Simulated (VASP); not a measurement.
# H3CCl in VASP: single point with PBE

Aim: the single point of H3CCl with PBE.

Everything below comes from runs of VASP 6.6.1. Logs are shortened: lines on timing, memory, paths and dates and some standing lists are left out, and cuts for length are marked.

### Step 1. The cell of the first run

The cell holds a disordered packing, 40 atoms: a = 9.029 Å, b = 9.029 Å, c = 9.029 Å, α = 90.00°, β = 90.00°, γ = 90.00°.

### Step 2. Single point, PBE

File INCAR:

```
SYSTEM = H3CCl
PREC     = Accurate       ! precision mode
ENCUT    = 1000           ! plane-wave cutoff, eV
EDIFF    = 1E-6           ! SCF threshold, eV
ISMEAR   = -1             ! smearing method
SIGMA    = 0.05           ! smearing width, eV
LREAL    = Auto         
LASPH    = .True.         ! aspherical terms in the spheres
NELM     = 120            ! most SCF steps
ALGO     = Normal         ! electronic algorithm
ISIF     = 2              ! what is computed and relaxed
LWAVE    = .False.        ! write WAVECAR
LCHARG   = .False.        ! write CHGCAR
GGA      = PE             ! functional
NBANDS   = 82             ! bands
GGA_COMPAT= .False.
```

File KPOINTS:

```
regular mesh
0
Gamma
  1 1 1
  0 0 0
```

File POSCAR:

```
H3CCl
1.0
    9.0287150000      0.0000000000      0.0000000000
    0.0000000000      9.0287150000      0.0000000000
    0.0000000000      0.0000000000      9.0287150000
C Cl H
8 8 24
Direct
    0.3855593534      0.4395387107      0.3447846618
    0.9851297337      0.7250229925      0.6289457822
    0.0532183253      0.1983857892      0.6865615596
    0.5893674813      0.5041236015      0.7662374997
    0.3343742037      0.9402820097      0.9848479091
    0.9027258751      0.2783809390      0.2795660943
    0.5410210833      0.9159624675      0.5017245888
    0.8278474863      0.8127232970      0.0457312547
    0.5691777685      0.5170298294      0.3726613833
    1.0021959361      0.6365957292      0.4516330100
    0.1719524220      0.0998904459      0.5589616383
    0.5914237641      0.4856257508      0.9655679668
    0.2922089983      0.8447795559      1.1535131622
    1.0217707335      0.3612304113      0.1439305610
    0.6380768191      0.9853899829      0.6621463005
    0.8740291454      1.0006084927      0.0014072728
    0.3647986004      0.4373969401      0.2256944287
    0.3850009799      0.3281847912      0.3924533083
    0.3054461229      0.5115793514      0.4003709293
    1.0787844774      0.8006676811      0.6428223098
    0.8808590828      0.7867658094      0.6317741939
    0.9861094846      0.6389868533      0.7144969796
   -0.0574971044      0.1492197690      0.6804071303
    0.0981315280      0.1867043288      0.7985763510
    0.0515345531      0.3154324587      0.6528605033
    0.4887811925      0.4512543396      0.7241668932
    0.5904876136      0.6221946379      0.7381582953
    0.6879049386      0.4491620028      0.7213215040
    0.4107850931      1.0309139617      1.0094223538
    0.3861995316      0.8621491756      0.9081943245
    0.2308257708      0.9831075206      0.9388644069
    0.9208571058      0.1584874208      0.2781423983
    0.9316072092      0.3261310153      0.3870838918
    0.7878830255      0.3053514465      0.2512176274
    0.4582513005      0.9977591805      0.4682563767
    0.6218329066      0.8982711493      0.4132549373
    0.4874130898      0.8115203305      0.5322974529
    0.7152011539      0.7903285406      0.0075187417
    0.9072131404      0.7403766248     -0.0099191479
    0.8358990741      0.7978307652      0.1656424649
```

Potentials or basis: VASP PAW PBE potentials, release 64 (C_h, Cl, H_h).

Launch:

```bash
$ cat potpaw_PBE.64/C_h/POTCAR potpaw_PBE.64/Cl/POTCAR potpaw_PBE.64/H_h/POTCAR > POTCAR
$ mpirun -np 1 vasp_gam > vasp.out
```

OUTCAR:

```text
SYSTEM = H3CCl
   PREC = Accurate
   ENCUT = 1000
   EDIFF = 1E-6
   ISMEAR = -1
   LREAL = Auto
   LASPH = .True.
   NELM = 120
   ISIF = 2
   GGA = PE

 ion  position               nearest neighbor table
   1  0.386  0.440  0.345-  17 1.09  18 1.09  19 1.09   9 1.82
   2  0.985  0.725  0.629-  20 1.09  21 1.09  22 1.10  10 1.80
   3  0.053  0.198  0.687-  24 1.09  23 1.10  25 1.10  11 1.81
   4  0.589  0.504  0.766-  26 1.09  27 1.10  28 1.10  12 1.81
   5  0.334  0.940  0.985-  29 1.09  30 1.09  31 1.09  13 1.79
   6  0.903  0.278  0.280-  33 1.09  32 1.09  34 1.10  14 1.79
   7  0.541  0.916  0.502-  35 1.09  36 1.09  37 1.10  15 1.81
   8  0.828  0.813  0.046-  39 1.09  38 1.09  40 1.09  16 1.79
   9  0.569  0.517  0.373-   1 1.82
  10  0.002  0.637  0.452-   2 1.80
  11  0.172  0.100  0.559-   3 1.81
  12  0.591  0.486  0.966-   4 1.81
  13  0.292  0.845  0.154-   5 1.79
  14  0.022  0.361  0.144-   6 1.79
[... 24 lines left out ...]
  39  0.907  0.740  0.990-   8 1.09
  40  0.836  0.798  0.166-   8 1.09

  LATTYP: Found a simple cubic cell.
 ALAT       =     9.0287150000

  Lattice vectors:

 A1 = (   9.0287150000,   0.0000000000,   0.0000000000)
 A2 = (   0.0000000000,   9.0287150000,   0.0000000000)
 A3 = (   0.0000000000,   0.0000000000,   9.0287150000)

Analysis of symmetry for initial positions (statically):
=====================================================================
 Subroutine PRICEL returns:
 Original cell was already a primitive cell.

 Routine SETGRP: Setting up the symmetry group for a
 simple cubic supercell.

 Subroutine GETGRP returns: Found  1 space group operations
 (whereof  1 operations were pure point group operations)
 out of a pool of 48 trial point group operations.

The static configuration has the point symmetry C_1 .

Analysis of symmetry for dynamics (positions and initial velocities):
=====================================================================
 Subroutine PRICEL returns:
 Original cell was already a primitive cell.

 Routine SETGRP: Setting up the symmetry group for a
 simple cubic supercell.

 Subroutine GETGRP returns: Found  1 space group operations
 (whereof  1 operations were pure point group operations)
 out of a pool of 48 trial point group operations.

The dynamic configuration has the point symmetry C_1 .

 Subroutine INISYM returns: Found  1 space group operations
 (whereof  1 operations are pure point group operations),
 and found     1 'primitive' translations

----------------------------------------------------------------------------------------

                                     Primitive cell

  volume of cell :     736.0000

  direct lattice vectors                    reciprocal lattice vectors
     9.028715000  0.000000000  0.000000000     0.110757732  0.000000000  0.000000000
     0.000000000  9.028715000  0.000000000     0.000000000  0.110757732  0.000000000
     0.000000000  0.000000000  9.028715000     0.000000000  0.000000000  0.110757732

  length of vectors
     9.028715000  9.028715000  9.028715000     0.110757732  0.110757732  0.110757732

  position of ions in fractional coordinates (direct lattice)
     0.385559353  0.439538711  0.344784662
     0.985129734  0.725022993  0.628945782
     0.053218325  0.198385789  0.686561560
     0.589367481  0.504123601  0.766237500
     0.334374204  0.940282010  0.984847909
     0.902725875  0.278380939  0.279566094
[... 32 lines left out ...]
     0.907213140  0.740376625  0.990080852
     0.835899074  0.797830765  0.165642465

  ion indices of the primitive-cell ions
   primitive index   ion index
                 1           1
                 2           2
                 3           3
                 4           4
                 5           5
                 6           6
[... 32 lines left out ...]
                39          39
                40          40

----------------------------------------------------------------------------------------

 KPOINTS: regular mesh

Automatic generation of k-mesh.
 Grid dimensions read from file:
 generate k-points for:    1    1    1

 Generating k-lattice:

  Cartesian coordinates                     Fractional coordinates (reciprocal lattice)
     0.110757732  0.000000000  0.000000000     1.000000000  0.000000000  0.000000000
     0.000000000  0.110757732  0.000000000     0.000000000  1.000000000  0.000000000
     0.000000000  0.000000000  0.110757732     0.000000000  0.000000000  1.000000000

  Length of vectors
     0.110757732  0.110757732  0.110757732

  Shift w.r.t. Gamma in fractional coordinates (k-lattice)
     0.000000000  0.000000000  0.000000000

 Subroutine IBZKPT returns following result:
 ===========================================

 Found      1 irreducible k-points:

 Following reciprocal coordinates:
            Coordinates               Weight
  0.000000  0.000000  0.000000      1.000000
   k-points           NKPTS =      1   k-points in BZ     NKDIM =      1   number of bands    NBANDS=     82
   number of dos      NEDOS =    301   number of ions     NIONS =     40
   total plane-waves  NPLWV = 884736
   dimension x,y,z NGX =    96 NGY =   96 NGZ =   96
   dimension x,y,z NGXF=   192 NGYF=  192 NGZF=  192
   ions per type =               8   8  24
   NGX,Y,Z   is equivalent  to a cutoff of  17.68, 17.68, 17.68 a.u.
   NGXF,Y,Z  is equivalent  to a cutoff of  35.35, 35.35, 35.35 a.u.
 SYSTEM =  H3CCl
   PREC   = accura    normal or accurate (medium, high low for compatibility)
   ISTART =      0    job   : 0-new  1-cont  2-samecut
   ICHARG =      2    charge: 1-file 2-atom 10-const
   ISPIN  =      1    spin polarized calculation?
   LNONCOLLINEAR =      F non collinear calculations
   LSORBIT =      F    spin-orbit coupling
   LASPH  =      T    aspherical Exc in radial PAW
   ENCUT  = 1000.0 eV  73.50 Ry    8.57 a.u.  23.28 23.28 23.28*2*pi/ulx,y,z
   NELM   =    120;   NELMIN=  2; NELMDL= -5     # of ELM steps
   EDIFF  = 0.1E-05   stopping-criterion for ELM
   LREAL  =      T    real-space projection
   EDIFFG = 0.1E-04   stopping-criterion for IOM
   NSW    =      0    number of steps for IOM
   IBRION =     -1    ionic relax: 0-MD 1-quasi-New 2-CG
   NFREE  =      0    steps in history (QN), initial steepest desc. (CG)
   ISIF   =      2    stress and relaxation
   ISYM   =      2    0-nonsym 1-usesym 2-fastsym
   POTIM  = 0.5000    time-step for ionic-motion
   TEBEG  =    0.0;   TEEND  =   0.0 temperature during run
   PSTRESS=    0.0 pullay stress
   NELECT =     112.0000    total number of electrons
   NUPDOWN=      -1.0000    fix difference up-down
   EMIN   =  10.00;   EMAX   =-10.00  energy-range for DOS
   EFERMI =   0.00;   METHOD = LEGACY
   ISMEAR =    -1;   SIGMA  =   0.05  broadening in eV -4-tet -1-fermi 0-gaus
   EFERMI_NEDOS =   21; number of points for ismear=-14 and -15
   IALGO  =     38    algorithm
   IMIX   =      4    mixing-type and parameters
     AMIX     =   0.40;   BMIX     =  1.00
     AMIX_MAG =   1.60;   BMIX_MAG =  1.00
  volume/ion in A,a.u.               =      18.40       124.17
  Fermi-wavevector in a.u.,A,eV,Ry     =   0.874020  1.651659 10.393649  0.763912
  Thomas-Fermi vector in A             =   1.993493
   LORBIT       =      0    0 simple, 1 ext, 2 COOP (PROOUT), +10 PAW based schemes
   GGA     = PE    functional components
   LHFCALC =     F    Hartree Fock is set to
   AEXX    =    0.0000 exact exchange contribution
   IVDW    =     0    specifies the selected vdW correction
   LEPSILON=     F    determine dielectric tensor
   LRPA    =     F    only Hartree local field effects (RPA)
 non-spin polarized calculation
  energy-cutoff  :     1000.00
  volume of cell :      736.00
 maximum number of plane-waves:     26318
 NGX is ok and might be reduce to    96
   NGX = 47   NGY = 47   NGZ = 47

 number of electron     111.9999999 magnetization

 Free energy of the ion-electron system (eV)
  ---------------------------------------------------
  ext. energy  EPLUGINS =         0.00000000
  ---------------------------------------------------
  free energy    TOTEN  =      -180.13257061 eV

  energy without entropy =     -180.13257061  energy(sigma->0) =     -180.13257061

 E-fermi :  -2.2338     XC(G=0):  -5.8938

 val. band max:       -3.5198300332   @ k =   0.0000   0.0000   0.0000
 cond. band min:       1.8453235613   @ k =   0.0000   0.0000   0.0000
 fundamental gap:      5.3651535945
 Fermi energy:        -2.2337523512

 k-point     1 :       0.0000    0.0000    0.0000
  band No.  band energies     occupation
      1     -18.1046      2.00000
      2     -18.0545      2.00000
      3     -18.0337      2.00000
      4     -17.9009      2.00000
      5     -17.8699      2.00000
      6     -17.8211      2.00000
[... 60 lines left out ...]
     67       3.6285      0.00000
     68       3.7725      0.00000
 [bands above 68 left out]

------------------------ aborting loop because EDIFF is reached ----------------------------------------

  FORCE on cell =-STRESS in cart. coord.  units (eV):
  Direction    XX          YY          ZZ          XY          YZ          ZX
  --------------------------------------------------------------------------------------
  -------------------------------------------------------------------------------------
  Total       -0.9349221     -0.3743122     -1.6913737     -0.2276051      0.2466534      0.1941633
  in kB       -2.0352050     -0.8148295     -3.6819028     -0.4954671      0.5369327      0.4226684
  external PRESSURE =      -2.1773124 kB  Pullay stress =       0.0000000 kB

 VOLUME and BASIS-vectors are now :
 -----------------------------------------------------------------------------
  energy-cutoff  :     1000.00
  volume of cell :      736.00
      direct lattice vectors                 reciprocal lattice vectors
     9.028715000  0.000000000  0.000000000     0.110757732  0.000000000  0.000000000
     0.000000000  9.028715000  0.000000000     0.000000000  0.110757732  0.000000000
     0.000000000  0.000000000  9.028715000     0.000000000  0.000000000  0.110757732

 POSITION                                       TOTAL-FORCE (eV/Angst)
 -----------------------------------------------------------------------------------
      3.48111      3.96847      3.11296         0.303086      0.182532      0.061380
      8.89446      6.54603      5.67857         0.025820     -0.055654     -0.019733
      0.48049      1.79117      6.19877         0.124036      0.041992     -0.183185
      5.32123      4.55159      6.91814         0.035715     -0.048595      0.122858
      3.01897      8.48954      8.89191         0.000172     -0.037017      0.057030
      8.15045      2.51342      2.52412        -0.030920     -0.012809     -0.014661
[... 32 lines left out ...]
      8.19097      6.68465      8.93916        -0.003500     -0.045742      0.011393
      7.54709      7.20339      1.49554         0.025066      0.014855      0.003545
 -----------------------------------------------------------------------------------
    total drift:                               -0.001696      0.014893      0.015146

  FREE ENERGIE OF THE ION-ELECTRON SYSTEM (eV)
  ---------------------------------------------------
  free  energy   TOTEN  =      -180.1325706072 eV

  energy  without entropy=     -180.1325706072  energy(sigma->0) =     -180.13257061
```

Run time: 3.5 min. Hardware: 1 thread of Intel Xeon Platinum 8488C (Sapphire Rapids), shared host; peak memory 1.4 GiB.

Results:

```
Free energy            : -180.1326 eV
Pressure               : -0.2 GPa
Largest force          : 0.359 eV/Å
Band gap on the k mesh : 5.37 eV
```

Forces in eV/Å, atoms in the order of the input:
```
C    0.303  0.183  0.061
C    0.026 -0.056 -0.020
C    0.124  0.042 -0.183
C    0.036 -0.049  0.123
C    0.000 -0.037  0.057
C   -0.031 -0.013 -0.015
C    0.061  0.049  0.127
C   -0.002  0.019 -0.012
Cl  -0.302 -0.144 -0.035
Cl  -0.012  0.056  0.120
Cl  -0.193  0.156  0.239
Cl  -0.015  0.058 -0.250
Cl   0.006  0.050 -0.057
Cl  -0.035 -0.035  0.004
Cl  -0.138 -0.078 -0.174
Cl  -0.017 -0.060  0.018
H   -0.014 -0.034  0.012
H   -0.037  0.025 -0.032
H    0.037 -0.038 -0.022
H   -0.026 -0.014 -0.016
H    0.026 -0.022 -0.013
H    0.000  0.030 -0.022
H    0.059  0.041 -0.022
H    0.003  0.013 -0.057
H   -0.008 -0.180  0.039
H    0.052  0.006  0.019
H    0.002 -0.072  0.065
H   -0.106  0.029  0.051
H    0.001  0.013  0.011
H   -0.006 -0.006  0.006
H    0.000 -0.012  0.016
H    0.024  0.095 -0.013
H   -0.025 -0.028 -0.028
H    0.092 -0.006 -0.013
H    0.038  0.006  0.037
H   -0.031 -0.031  0.031
H    0.071  0.070 -0.067
H    0.016  0.006  0.000
H   -0.004 -0.046  0.011
H    0.025  0.015  0.004
```

Caveat: the k points lie up to 0.70 Å⁻¹ apart.
